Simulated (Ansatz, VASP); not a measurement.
Two plane-wave programs on Na3LaO3

INCAR

```
SYSTEM = Na3LaO3
PREC = Accurate
ENCUT = 600
EDIFF = 1E-6
ISMEAR = 0
SIGMA = 0.15
LREAL = .False.
LASPH = .True.
NELM = 60
ALGO = Normal
ISIF = 3
LWAVE = .False.
LCHARG = .False.
GGA = PE
IBRION = 2
NSW = 36
EDIFFG = -0.08
```

The input KPOINTS:

```
Automatic mesh
0
Gamma
  3 3 3
  0 0 0
```

Contents of POSCAR:

```
Na3LaO3
1.0
   -2.4916259800      2.4916259800      5.0860027300
    2.4916259800     -2.4916259800      5.0860027300
    2.4916259800      2.4916259800     -5.0860027300
Na La O
3 1 3
Direct
    0.0741443400      0.5741443400      0.5000000000
    0.5741443400      0.0741443400      0.5000000000
    0.0177664800      0.0177664800      0.0000000000
    0.5704275000      0.5704275000      0.0000000000
    0.3857598500      0.8857598500      0.5000000000
    0.8857598500      0.3857598500      0.5000000000
    0.2260451400      0.2260451400      0.0000000000
```

Input for Ansatz:

```yaml
crystal:
  lattice:
    - [-2.49162598, 2.49162598, 5.08600273]
    - [2.49162598, -2.49162598, 5.08600273]
    - [2.49162598, 2.49162598, -5.08600273]
  atoms:
    - { symbol: Na, position: [0.07414434, 0.57414434, 0.5] }
    - { symbol: Na, position: [0.57414434, 0.07414434, 0.5] }
    - { symbol: Na, position: [0.01776648, 0.01776648, 0.0] }
    - { symbol: La, position: [0.5704275, 0.5704275, 0.0] }
    - { symbol: O, position: [0.38575985, 0.88575985, 0.5] }
    - { symbol: O, position: [0.88575985, 0.38575985, 0.5] }
    - { symbol: O, position: [0.22604514, 0.22604514, 0.0] }
basis:
  ecutwfc: 420
kpoints:
  mp_grid: { grid: [3, 3, 3] }
hamiltonian:
  xc: pbe
scf:
  occupations: { method: gaussian, width: 0.15 }
  lower_state_search: "off"
output:
  forces: true
  stress: true
  eigenvalues: true
relax:
  adjacent_minimum: "off"
  f_tol: 0.08
  max_steps: 16
  cell: { stress_tol: 0.8 }
```

Alike in both runs: task relaxation of cell and atoms; functional PBE; k mesh 3 × 3 × 3; occupations gaussian, width 0.15 eV; no spin polarisation.

|  | VASP | Ansatz |
| --- | --- | --- |
| version | VASP 6.6.1 | Ansatz 0.2.0 |
| potentials or method | VASP PAW PBE potentials, release 64 (Na_pv, La, O), cutoff 600 eV | scalar-relativistic, plane waves, PAW |
| valence electrons in the cell | 50 | 56 |

Ansatz gave:

- gap on the k mesh at the Fermi level, each at its own relaxed structure (eV): 1.00
- relaxed volume (Å³/atom): 17.57
- relaxed cell length with the largest relative difference (Å): 6.460

Q: What did VASP give for the same quantities?

A: gap on the k mesh at the Fermi level, each at its own relaxed structure (eV): 1.03; relaxed volume (Å³/atom): 17.76; relaxed cell length with the largest relative difference (Å): 6.550.

VASP's potentials hold 50 valence electrons a cell and Ansatz's 56, so a difference there can come from the potentials and not from the codes.

The k mesh is coarse, so the values compare programs but aren't converged. Spin-orbit coupling is off throughout.
